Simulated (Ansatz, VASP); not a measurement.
# Two plane-wave programs on PdWSe3

```
CELL_PARAMETERS angstrom
4.91366 0.00000 0.00000
0.00000 4.91366 0.00000
0.00000 0.00000 4.91366
ATOMIC_POSITIONS crystal
Pd 0.50000 0.50000 0.50000
W 0.00000 0.00000 0.00000
Se 0.50000 0.00000 0.00000
Se 0.00000 0.50000 0.00000
Se 0.00000 0.00000 0.50000
```

Change from the starting cell: species swapped into the DyRu3C type (Pm-3m, No. 221).

Alike in both runs: functional PBE; k mesh 8 × 8 × 8; occupations gaussian, width 0.1 eV; no spin polarisation.

Ansatz relaxed the structure, and its values are those at the end. VASP's run is a single point on that final structure, the one shown.

```csv
,VASP,Ansatz
version,VASP 6.6.1,Ansatz 0.2.0
potentials or method,"VASP PAW PBE potentials, release 64 (Pd, W_sv, Se), cutoff 520 eV","scalar-relativistic, plane waves, PAW"
valence electrons in the cell,42,80
```

```csv
,VASP,Ansatz,Ansatz less VASP
gap on the k mesh at the Fermi level (eV),none,none,-
pressure (GPa),0.1,0.0,-0.13
```

A gap of «none» marks a metal or a gap that the smearing closes. VASP's potentials hold 42 valence electrons a cell and Ansatz's 80, so a difference there can come from the potentials and not from the codes.

Spin-orbit coupling is off throughout.
